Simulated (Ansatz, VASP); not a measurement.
Ge2Sb2Te5 in VASP and in Ansatz

```
CELL_PARAMETERS angstrom
4.18578 0.00000 0.00000
-2.09289 3.62499 0.00000
0.00000 0.00000 17.76998
ATOMIC_POSITIONS crystal
Ge 0.00000 0.00000 0.33132
Ge 0.00000 0.00000 0.66868
Sb 0.33333 0.66667 0.11210
Sb 0.66667 0.33333 0.88790
Te 0.00000 0.00000 0.00000
Te 0.33333 0.66667 0.79143
Te 0.66667 0.33333 0.20857
Te 0.33333 0.66667 0.40960
Te 0.66667 0.33333 0.59040
```

Alike in both runs: task single point; functional PBE; k mesh 12 × 12 × 2; occupations gaussian, width 0.03 eV; no spin polarisation.

|  | VASP | Ansatz |
| --- | --- | --- |
| version | VASP 6.6.1 | Ansatz 0.2.0 |
| potentials or method | VASP PAW PBE potentials, release 64 (Ge_d, Sb, Te), cutoff 520 eV | scalar-relativistic, plane waves, PAW |
| valence electrons in the cell | 68 | 138 |

Ansatz gave:

| Quantity | Value |
| --- | --- |
| gap on the k mesh at the Fermi level (eV) | none |
| pressure (GPa) | 2.8 |
| traceless stress, the component that is largest in VASP (GPa) | -0.09 |
| rms of the force components (eV/Å) | 0.152 |

Estimate VASP's values.

gap on the k mesh at the Fermi level (eV): none; pressure (GPa): 2.9; traceless stress, the component that is largest in VASP (GPa): -0.10; rms of the force components (eV/Å): 0.162.

Atom by atom the forces differ by 0.011 eV/Å (rms over components). A gap of «none» marks a metal or a gap that the smearing closes. VASP's potentials hold 68 valence electrons a cell and Ansatz's 138, so a difference there can come from the potentials and not from the codes.

Neither program's run includes spin-orbit coupling.
